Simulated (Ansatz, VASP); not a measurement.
## SrAl3O2 in VASP and in Ansatz

```xyz
6
Lattice="3.0709 0.0000 0.0000 -1.5354 2.6595 0.0000 0.0000 0.0000 10.2701" Properties=species:S:1:pos:R:3 pbc="T T T"
Sr    0.0000    0.0000    0.0000
Al    1.5355    0.8865    3.0300
Al    0.0000    1.7730    7.2401
Al    0.0000    0.0000    5.1351
O     1.5355    0.8865    8.2446
O     0.0000    1.7730    2.0256
```

Change from the starting cell: species swapped into the Li3LaBi2 type (P-3m1, No. 164).

Alike in both runs: functional PBE; k mesh 12 × 12 × 4; occupations gaussian, width 0.1 eV; no spin polarisation.

Ansatz relaxed the structure, and its values are those at the end. VASP's run is a single point on that final structure, the one shown.

|  | VASP | Ansatz |
| --- | --- | --- |
| version | VASP 6.6.1 | Ansatz 0.2.0 |
| potentials or method | VASP PAW PBE potentials, release 64 (Sr_sv, Al, O), cutoff 520 eV | scalar-relativistic, plane waves, PAW |
| valence electrons in the cell | 31 | 31 |

|  | VASP | Ansatz | Ansatz less VASP |
| --- | --- | --- | --- |
| gap on the k mesh at the Fermi level (eV) | none | none | - |
| pressure (GPa) | 0.2 | 0.0 | -0.16 |
| rms of the force components (eV/Å) | 0.008 | 0.003 | -0.0049 |

A gap of «none» marks a metal or a gap that the smearing closes. With one functional, cell and mesh, what is left measures potentials, basis and numerics.
